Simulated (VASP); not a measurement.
# BeTe (I-4m2) in VASP: further runs

Runs on BeTe. Level: LDA. Tasks: single point.

All numbers are computed with VASP 6.6.1; they aren't measurements. Logs are shortened: lines on timing, memory, paths and dates and some standing lists are left out, and cuts for length are marked.

**1. The cell of the first run**

Symmetry: I-4m2, No. 119, tetragonal system. The conventional cell has a = 3.849 Å, b = 3.849 Å, c = 5.621 Å, α = 90.00°, β = 90.00°, γ = 90.00°. Be (site symmetry -4m2) has 4 Te at 2.38 Å within 3.1 Å. Within 3.1 Å of Te (site symmetry -4m2) lie 4 Be at 2.38 Å.

**2. Single point, LDA (in-plane strain -0.02)**

INCAR

```
SYSTEM = BeTe
ALGO     = Normal         ! electronic algorithm
EDIFF    = 1E-6           ! SCF threshold, eV
ENCUT    = 520            ! plane-wave cutoff, eV
GGA      = CA             ! functional
ISIF     = 2              ! what is computed and relaxed
ISMEAR   = 0              ! smearing method
LASPH    = .TRUE.         ! aspherical terms in the spheres
LCHARG   = .FALSE.        ! write CHGCAR
LREAL    = .FALSE.        ! projectors in reciprocal space
LWAVE    = .FALSE.        ! write WAVECAR
NBANDS   = 11             ! bands
NELM     = 60             ! most SCF steps
PREC     = Accurate       ! precision mode
SIGMA    = 0.01           ! smearing width, eV
```

KPOINTS

```
k-points
0
G
  8 8 8
  0 0 0
```

POSCAR

```
BeTe
1.0
    2.7216804648      2.7216804648      0.0000000000
   -2.7216804648      2.7216804648      0.0000000000
    0.0000000000      2.7216804648      2.8105516636
Be Te
1 1
Direct
    0.0000000000      0.0000000000      0.0000000000
    0.7500000000      0.2500000000      0.5000000000
```

Potentials or basis: VASP PAW LDA potentials, release 64 (Be, Te).

Launch:

```
$ cat potpaw_LDA.64/Be/POTCAR potpaw_LDA.64/Te/POTCAR > POTCAR
$ mpirun -np 1 vasp_std > vasp.out
```

OUTCAR:

```text
SYSTEM = BeTe
   EDIFF = 1E-6
   ENCUT = 520
   GGA = CA
   ISIF = 2
   ISMEAR = 0
   LASPH = .TRUE.
   LREAL = .FALSE.
   NELM = 60
   PREC = Accurate

 ion  position               nearest neighbor table
   1  0.000  0.000  0.000-   2 2.38   2 2.38   2 2.38   2 2.38
   2  0.750  0.250  0.500-   1 2.38   1 2.38   1 2.38   1 2.38

  LATTYP: Found a body centered tetragonal cell.
 ALAT       =     3.8490374258
 C/A-ratio  =     1.4603919644

  Lattice vectors:

 A1 = (   2.7216804648,   0.0000000000,  -2.8105516636)
 A2 = (  -2.7216804648,   0.0000000000,  -2.8105516636)
 A3 = (   0.0000000000,   2.7216804648,   2.8105516636)

Analysis of symmetry for initial positions (statically):
=====================================================================
 Subroutine PRICEL returns:
 Original cell was already a primitive cell.

 Routine SETGRP: Setting up the symmetry group for a
 body centered tetragonal supercell.

 Subroutine GETGRP returns: Found  8 space group operations
 (whereof  8 operations were pure point group operations)
 out of a pool of 16 trial point group operations.

The static configuration has the point symmetry D_2d.

Analysis of symmetry for dynamics (positions and initial velocities):
=====================================================================
 Subroutine PRICEL returns:
 Original cell was already a primitive cell.

 Routine SETGRP: Setting up the symmetry group for a
 body centered tetragonal supercell.

 Subroutine GETGRP returns: Found  8 space group operations
 (whereof  8 operations were pure point group operations)
 out of a pool of 16 trial point group operations.

The dynamic configuration has the point symmetry D_2d.

 Subroutine INISYM returns: Found  8 space group operations
 (whereof  8 operations are pure point group operations),
 and found     1 'primitive' translations

----------------------------------------------------------------------------------------

                                     Primitive cell

  volume of cell :      41.6386

  direct lattice vectors                    reciprocal lattice vectors
     2.721680465  2.721680465  0.000000000     0.183710030  0.183710030 -0.177901017
    -2.721680465  2.721680465  0.000000000    -0.183710030  0.183710030 -0.177901017
     0.000000000  2.721680465  2.810551664     0.000000000  0.000000000  0.355802035

  length of vectors
     3.849037426  3.849037426  3.912383571     0.314876995  0.314876995  0.355802035

  position of ions in fractional coordinates (direct lattice)
     0.000000000  0.000000000  0.000000000
     0.750000000  0.250000000  0.500000000

  ion indices of the primitive-cell ions
   primitive index   ion index
                 1           1
                 2           2

----------------------------------------------------------------------------------------

 KPOINTS: k-points

Automatic generation of k-mesh.
 Grid dimensions read from file:
 generate k-points for:    8    8    8

 Generating k-lattice:

  Cartesian coordinates                     Fractional coordinates (reciprocal lattice)
     0.022963754  0.022963754 -0.022237627     0.125000000  0.000000000  0.000000000
    -0.022963754  0.022963754 -0.022237627     0.000000000  0.125000000  0.000000000
     0.000000000  0.000000000  0.044475254     0.000000000  0.000000000  0.125000000

  Length of vectors
     0.039359624  0.039359624  0.044475254

  Shift w.r.t. Gamma in fractional coordinates (k-lattice)
     0.000000000  0.000000000  0.000000000

 Subroutine IBZKPT returns following result:
 ===========================================

 Found     59 irreducible k-points:

 Following reciprocal coordinates:
            Coordinates               Weight
  0.000000  0.000000  0.000000      1.000000
  0.125000  0.000000 -0.000000      8.000000
  0.250000  0.000000 -0.000000      8.000000
  0.375000  0.000000  0.000000      8.000000
  0.500000  0.000000 -0.000000      4.000000
  0.125000  0.125000 -0.000000      8.000000
[... 16 lines left out ...]
  0.250000  0.000000  0.125000      4.000000
  0.375000  0.000000  0.125000      8.000000
 [... further k-points ...]
   k-points           NKPTS =     59   k-points in BZ     NKDIM =     59   number of bands    NBANDS=     11
   number of dos      NEDOS =    301   number of ions     NIONS =      2
   total plane-waves  NPLWV =  27000
   dimension x,y,z NGX =    30 NGY =   30 NGZ =   30
   dimension x,y,z NGXF=    60 NGYF=   60 NGZF=   60
   ions per type =               1   1
   NGX,Y,Z   is equivalent  to a cutoff of  12.96, 12.96, 12.75 a.u.
   NGXF,Y,Z  is equivalent  to a cutoff of  25.91, 25.91, 25.50 a.u.
 SYSTEM =  BeTe
   PREC   = accura    normal or accurate (medium, high low for compatibility)
   ISTART =      0    job   : 0-new  1-cont  2-samecut
   ICHARG =      2    charge: 1-file 2-atom 10-const
   ISPIN  =      1    spin polarized calculation?
   LNONCOLLINEAR =      F non collinear calculations
   LSORBIT =      F    spin-orbit coupling
   LASPH  =      T    aspherical Exc in radial PAW
   ENCUT  =  520.0 eV  38.22 Ry    6.18 a.u.   7.16  7.16  7.27*2*pi/ulx,y,z
   NELM   =     60;   NELMIN=  2; NELMDL= -5     # of ELM steps
   EDIFF  = 0.1E-05   stopping-criterion for ELM
   LREAL  =      F    real-space projection
   EDIFFG = 0.1E-04   stopping-criterion for IOM
   NSW    =      0    number of steps for IOM
   IBRION =     -1    ionic relax: 0-MD 1-quasi-New 2-CG
   NFREE  =      0    steps in history (QN), initial steepest desc. (CG)
   ISIF   =      2    stress and relaxation
   ISYM   =      2    0-nonsym 1-usesym 2-fastsym
   POTIM  = 0.5000    time-step for ionic-motion
   TEBEG  =    0.0;   TEEND  =   0.0 temperature during run
   PSTRESS=    0.0 pullay stress
   NELECT =       8.0000    total number of electrons
   NUPDOWN=      -1.0000    fix difference up-down
   EMIN   =  10.00;   EMAX   =-10.00  energy-range for DOS
   EFERMI =   0.00;   METHOD = LEGACY
   ISMEAR =     0;   SIGMA  =   0.01  broadening in eV -4-tet -1-fermi 0-gaus
   EFERMI_NEDOS =   21; number of points for ismear=-14 and -15
   IALGO  =     38    algorithm
   IMIX   =      4    mixing-type and parameters
     AMIX     =   0.40;   BMIX     =  1.00
     AMIX_MAG =   1.60;   BMIX_MAG =  1.00
  volume/ion in A,a.u.               =      20.82       140.50
  Fermi-wavevector in a.u.,A,eV,Ry     =   0.944654  1.785138 12.141453  0.892372
  Thomas-Fermi vector in A             =   2.072480
   LORBIT       =      0    0 simple, 1 ext, 2 COOP (PROOUT), +10 PAW based schemes
   GGA     = CA    functional components
   LHFCALC =     F    Hartree Fock is set to
   AEXX    =    0.0000 exact exchange contribution
   IVDW    =     0    specifies the selected vdW correction
   LEPSILON=     F    determine dielectric tensor
   LRPA    =     F    only Hartree local field effects (RPA)
 non-spin polarized calculation
 Gauss-broadening in eV      SIGMA  =   0.01
  energy-cutoff  :      520.00
  volume of cell :       41.64
 maximum number of plane-waves:      1136
 NGX is ok and might be reduce to    30
   NGX = 15   NGY = 15   NGZ = 15

 number of electron       8.0000000 magnetization

 Free energy of the ion-electron system (eV)
  ---------------------------------------------------
  ext. energy  EPLUGINS =         0.00000000
  ---------------------------------------------------
  free energy    TOTEN  =        -8.71125030 eV

  energy without entropy =       -8.71125030  energy(sigma->0) =       -8.71125030

 E-fermi :   5.8978     XC(G=0):  -9.5439

 val. band max:        5.8234430945   @ k =   0.0000   0.0000   0.0000
 cond. band min:       7.3796203965   @ k =   0.5000   0.5000  -0.0000
 fundamental gap:      1.5561773020
 Fermi energy:         5.8978246679

 k-point     1 :       0.0000    0.0000    0.0000
  band No.  band energies     occupation
      1      -7.0387      2.00000
      2       5.6271      2.00000
      3       5.8234      2.00000
      4       5.8234      2.00000
      5       9.2641      0.00000
      6       9.2641      0.00000
      7       9.3335      0.00000
      8      10.0009      0.00000
      9      14.0512      0.00000
     10      15.7769      0.00000
     11      16.4757      0.00000

 k-point     2 :       0.1250    0.0000   -0.0000
  band No.  band energies     occupation
      1      -6.8764      2.00000
      2       4.3435      2.00000
      3       5.4123      2.00000
      4       5.5734      2.00000
      5       9.3305      0.00000
      6       9.6458      0.00000
      7       9.7001      0.00000
      8      11.2342      0.00000
      9      14.4359      0.00000
     10      14.8451      0.00000
     11      15.3173      0.00000

 k-point     3 :       0.2500    0.0000   -0.0000
  band No.  band energies     occupation
      1      -6.4250      2.00000
      2       2.1912      2.00000
      3       4.8912      2.00000
      4       5.1197      2.00000
      5       9.1647      0.00000
      6      10.2060      0.00000
      7      10.2509      0.00000
      8      13.0402      0.00000
      9      14.5814      0.00000
     10      14.8956      0.00000
     11      14.9602      0.00000

 k-point     4 :       0.3750    0.0000    0.0000
  band No.  band energies     occupation
      1      -5.8385      2.00000
      2       0.4694      2.00000
      3       4.4975      2.00000
      4       4.7786      2.00000
      5       9.0113      0.00000
      6      10.2746      0.00000
      7      10.4222      0.00000
      8      13.4837      0.00000
      9      15.6502      0.00000
     10      15.8746      0.00000
     11      16.1345      0.00000
[... 239 lines left out ...]
 k-point    22 :       0.0000    0.0000    0.1250
  band No.  band energies     occupation
      1      -6.8321      2.00000
      2       4.5129      2.00000
      3       5.0961      2.00000
      4       5.0961      2.00000
      5       8.9429      0.00000
      6      10.3144      0.00000
      7      10.3144      0.00000
      8      10.9859      0.00000
      9      13.5290      0.00000
     10      14.8365      0.00000
     11      16.7103      0.00000

 k-point    23 :       0.2500    0.0000    0.1250
  band No.  band energies     occupation
      1      -6.6076      2.00000
      2       3.2849      2.00000
      3       4.2535      2.00000
      4       5.5688      2.00000
      5       9.7139      0.00000
      6       9.7550      0.00000
      7      10.2955      0.00000
      8      12.0094      0.00000
      9      14.2050      0.00000
     10      14.9233      0.00000
     11      15.8538      0.00000

 k-point    24 :       0.3750    0.0000    0.1250
  band No.  band energies     occupation
      1      -6.0943      2.00000
      2       1.5505      2.00000
      3       3.5783      2.00000
      4       5.1127      2.00000
      5       9.8020      0.00000
      6      10.3643      0.00000
      7      10.6452      0.00000
      8      12.6319      0.00000
      9      14.1532      0.00000
     10      15.5016      0.00000
     11      17.1905      0.00000

 [... further k-points ...]
[... 5 lines left out ...]
  --------------------------------------------------------------------------------------
  -------------------------------------------------------------------------------------
  Total        0.7695223      0.7695223      0.2011008      0.0000000      0.0000000      0.0000000
  in kB       29.6098314     29.6098314      7.7379954      0.0000000      0.0000000      0.0000000
  external PRESSURE =      22.3192194 kB  Pullay stress =       0.0000000 kB

 VOLUME and BASIS-vectors are now :
 -----------------------------------------------------------------------------
  energy-cutoff  :      520.00
  volume of cell :       41.64
      direct lattice vectors                 reciprocal lattice vectors
     2.721680465  2.721680465  0.000000000     0.183710030  0.183710030 -0.177901017
    -2.721680465  2.721680465  0.000000000    -0.183710030  0.183710030 -0.177901017
     0.000000000  2.721680465  2.810551664     0.000000000  0.000000000  0.355802035

 POSITION                                       TOTAL-FORCE (eV/Angst)
 -----------------------------------------------------------------------------------
      0.00000      0.00000      0.00000         0.000000      0.000000      0.000000
      1.36084      4.08252      1.40528         0.000000     -0.000000      0.000000
 -----------------------------------------------------------------------------------
    total drift:                               -0.000000      0.000000      0.000000

  FREE ENERGIE OF THE ION-ELECTRON SYSTEM (eV)
  ---------------------------------------------------
  free  energy   TOTEN  =        -8.7112502974 eV

  energy  without entropy=       -8.7112502974  energy(sigma->0) =       -8.71125030
```

Run time: 60 s. Hardware: 1 thread of AMD EPYC 7R13, shared host; peak memory 0.14 GiB.

What came out:

* Free energy: -8.7113 eV
* Pressure: 2.2 GPa
* Band gap on the k mesh: 1.56 eV, indirect (least direct gap 3.44 eV)

Levels at points of the mesh, in eV from the valence-band top:
```tsv
k point	band 1	band 2	band 3	band 4	band 5	band 6	band 7	band 8
(0.00, 0.00, 0.00)	-12.86	-0.20	0.00	0.00	3.44	3.44	3.51	4.18
(0.50, 0.00, 0.00)	-11.35	-6.06	-1.47	-1.17	3.13	4.40	4.57	7.57
(0.50, 0.50, 0.00)	-10.74	-5.47	-3.09	-3.02	1.56	2.40	9.84	10.03
(0.00, 0.00, 0.50)	-10.89	-5.65	-2.82	-2.82	1.80	2.67	9.95	9.95
```

Caveat: the cell differs from its parent crystal (in-plane strain -0.02); spin-orbit coupling is left out, which moves the levels of the heavy elements. A k mesh can miss the band edges.

**3. Single point, LDA (film at in-plane strain -0.02)**

INCAR

```
ALGO = Normal ; EDIFF = 1E-6
ENCUT = 520 ; GGA = CA
ISIF = 2 ; ISMEAR = 0
LASPH = True ; LCHARG = False
LREAL = False ; LWAVE = False
NBANDS = 11 ; NELM = 100
PREC = Accurate ; SIGMA = 0.01
```

KPOINTS

```
k-points
0
Gamma
  8 8 8
```

Changes to POSCAR since step 2:

```diff
@@ -4,3 +4,3 @@
    -2.7216804648      2.7216804648      0.0000000000
-    0.0000000000      2.7216804648      2.8105516636
+    0.0000000000      2.7216804648      2.8214384606
 Be Te
```

Potentials or basis: VASP PAW LDA potentials, release 64 (Be, Te).

Launch:

```
$ cat potpaw_LDA.64/Be/POTCAR potpaw_LDA.64/Te/POTCAR > POTCAR
$ mpirun -np 1 vasp_std > vasp.out
```

It took 59 s on 1 thread of AMD EPYC 7R13, shared host; peak memory 0.14 GiB.

It converged, with:

| Property | Result |
| --- | --- |
| Free energy | -8.7118 eV |
| Pressure | 2.0 GPa |
| Band gap on the k mesh | 1.55 eV, indirect (least direct gap 3.44 eV) |

Stress tensor (GPa, compression positive):
```
2.77 0.00 0.00
0.00 2.77 0.00
0.00 0.00 0.31
```

Levels at points of the mesh, in eV from the valence-band top:
| k point | band 2 | band 3 | band 4 | band 5 | band 6 | band 7 |
| --- | --- | --- | --- | --- | --- | --- |
| (0.00, 0.00, 0.00) | -0.22 | 0.00 | 0.00 | 3.44 | 3.44 | 3.51 |
| (0.50, 0.00, 0.00) | -6.04 | -1.48 | -1.15 | 3.10 | 4.40 | 4.58 |
| (0.50, 0.50, 0.00) | -5.44 | -3.09 | -3.02 | 1.55 | 2.39 | 9.79 |
| (0.00, 0.00, 0.50) | -5.65 | -2.79 | -2.79 | 1.82 | 2.69 | 9.91 |

Caveat: the cell differs from its parent crystal (film at in-plane strain -0.02); spin-orbit coupling is left out, which moves the levels of the heavy elements.

**4. Single point, LDA (in-plane strain -0.01, then relaxed in part)**

INCAR

```
ALGO = Normal
EDIFF = 1E-6
ENCUT = 520
ISIF = 2
ISMEAR = 0
LASPH = T
LCHARG = F
LREAL = F
LWAVE = F
NBANDS = 11
NELM = 60
PREC = Accurate
SIGMA = 0.01
```

KPOINTS is that of step 3.

POSCAR

```
BeTe
1.0
    2.7494527144      2.7494527144      0.0000000000
   -2.7494527144      2.7494527144      0.0000000000
    0.0000000000      2.7494527144      2.7995830114
Be Te
1 1
Direct
    0.0000000000      0.0000000000      0.0000000000
    0.7500000000      0.2500000000      0.5000000000
```

Launch:

```
$ cat potpaw_LDA.64/Be/POTCAR potpaw_LDA.64/Te/POTCAR > POTCAR
$ mpirun -np 1 vasp_std > vasp.out
```

Wall time 56 s (1 thread of AMD EPYC 7R13, shared host); peak memory 0.14 GiB.

Results (log left out):

```yaml
Free_energy: -8.7225 eV
Pressure: 1.1 GPa
Band_gap_on_the_k_mesh: 1.66 eV, indirect (least direct gap 3.49 eV)
```

Stress tensor (GPa, compression positive):
```
1.48 0.00 0.00
0.00 1.48 0.00
0.00 0.00 0.30
```

Levels at points of the mesh, in eV from the valence-band top:
| k point | band 1 | band 2 | band 3 | band 4 | band 5 | band 6 | band 7 | band 8 |
| --- | --- | --- | --- | --- | --- | --- | --- | --- |
| (0.00, 0.00, 0.00) | -12.72 | -0.11 | 0.00 | 0.00 | 3.49 | 3.49 | 3.53 | 4.09 |
| (0.50, 0.00, 0.00) | -11.25 | -5.92 | -1.34 | -1.18 | 3.15 | 4.45 | 4.56 | 7.60 |
| (0.50, 0.50, 0.00) | -10.68 | -5.37 | -2.95 | -2.91 | 1.66 | 2.49 | 9.84 | 9.94 |
| (0.00, 0.00, 0.50) | -10.76 | -5.48 | -2.80 | -2.80 | 1.79 | 2.64 | 9.89 | 9.89 |

Caveat: the cell differs from its parent crystal (in-plane strain -0.01, then relaxed in part); spin-orbit coupling is left out, which moves the levels of the heavy elements.

**5. Overview**

| cell | gap on the mesh (eV) | pressure (GPa) |
| --- | --- | --- |
| a = 3.849, b = 3.849, c = 3.912 Å, angles 60.5, 60.5, 90.0°, 2 atoms | 1.56 | 2.2 |
| a = 3.849, b = 3.849, c = 3.920 Å, angles 60.6, 60.6, 90.0°, 2 atoms | 1.55 | 2.0 |
| a = 3.888, b = 3.888, c = 3.924 Å, angles 60.3, 60.3, 90.0°, 2 atoms | 1.66 | 1.1 |

Alike in all rows: task single point; level LDA; potentials or basis VASP PAW LDA potentials, release 64 (Be, Te); no spin polarisation; k mesh 8 × 8 × 8; cutoff (eV) 520; smearing gaussian 0.01 eV.

Caveats: spin-orbit coupling is left out, which moves the levels of the heavy elements.

Total energies depend on the potentials used, so only differences within one code and one set of settings carry meaning.
